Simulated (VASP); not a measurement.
HfO2:

```
Hf O
1.0
     5.10307    0.01190    0.01190
     0.01190    5.10307    0.01190
     0.01190    0.01190    5.10307
Hf O
4 8
Direct
  0.99996 0.99996 0.99996
  0.00070 0.52414 0.51485
  0.51485 0.00070 0.52414
  0.52414 0.51485 0.00070
  0.30581 0.30581 0.30581
  0.23059 0.20902 0.83953
  0.20902 0.83953 0.23059
  0.33911 0.74224 0.77387
  0.83953 0.23059 0.20902
  0.77387 0.33911 0.74224
  0.74224 0.77387 0.33911
  0.76258 0.76258 0.76258
```

| Quantity | Value |
| --- | --- |
| Program | VASP 6.6.1 |
| Task | relaxation of the atoms |
| Functional | PBEsol |
| Potentials or basis | VASP PAW PBE potentials, release 64 (Hf_pv, O) |
| Cutoff | 520 eV |
| k mesh | 4 × 4 × 4 |
| Occupations | gaussian, width 0.01 eV |
| Spin | no spin polarisation |

At the start: pressure 17.2 GPa; volume 11.07 Å³/atom.

Where does the relaxation end?

Over 50 steps the energy falls by 522.1 meV/atom; space group R3 (No. 146, to 0.1 Å) before, P-43m (No. 215, to 0.1 Å).

Step by step:
```
step  energy change (eV)  largest force (eV/Å)  pressure (GPa)
   1              0.0000                8.7318           17.18
   3             -4.9968                7.1315           -2.79
   5             -5.8358                1.6820           -5.69
   7             -6.2006                0.3782           -6.75
   9             -6.2083                0.1373           -6.79
  11             -6.2126                0.1929           -6.91
  13             -6.2193                0.1163           -6.99
  15             -6.2214                0.1767           -7.03
  17             -6.2344                0.1744           -7.11
  19             -6.2472                0.3529           -7.18
  21             -6.2569                0.1153           -7.36
  23             -6.2629                0.0660           -7.59
  25             -6.2643                0.0530           -7.74
  27             -6.2648                0.0377           -7.79
  29             -6.2652                0.0286           -7.81
  31             -6.2655                0.0321           -7.84
  33             -6.2656                0.0132           -7.82
  35             -6.2657                0.0084           -7.81
  37             -6.2657                0.0117           -7.80
  39             -6.2657                0.0052           -7.79
  41             -6.2657                0.0041           -7.79
  43             -6.2657                0.0076           -7.79
  45             -6.2657                0.0065           -7.79
  47             -6.2657                0.0043           -7.79
  49             -6.2657                0.0046           -7.79
  50             -6.2657                0.0032           -7.79
```

Final structure:
```xyz
12
Lattice="5.1031 0.0119 0.0119 0.0119 5.1031 0.0119 0.0119 0.0119 5.1031" Properties=species:S:1:pos:R:3 pbc="T T T"
Hf    0.0955    0.0955    0.0955
Hf    0.1190    2.6617    2.6616
Hf    2.6616    0.1190    2.6617
Hf    2.6617    2.6616    0.1190
O     1.5416    1.5416    1.5416
O     1.2798    1.2797    4.0530
O     1.2797    4.0530    1.2798
O     1.5435    3.7916    3.7916
O     4.0530    1.2798    1.2797
O     3.7916    1.5435    3.7916
O     3.7916    3.7916    1.5435
O     4.0585    4.0585    4.0585
```

Caveat: the PAW data sets were made with another functional, which shifts forces and pressure a little.
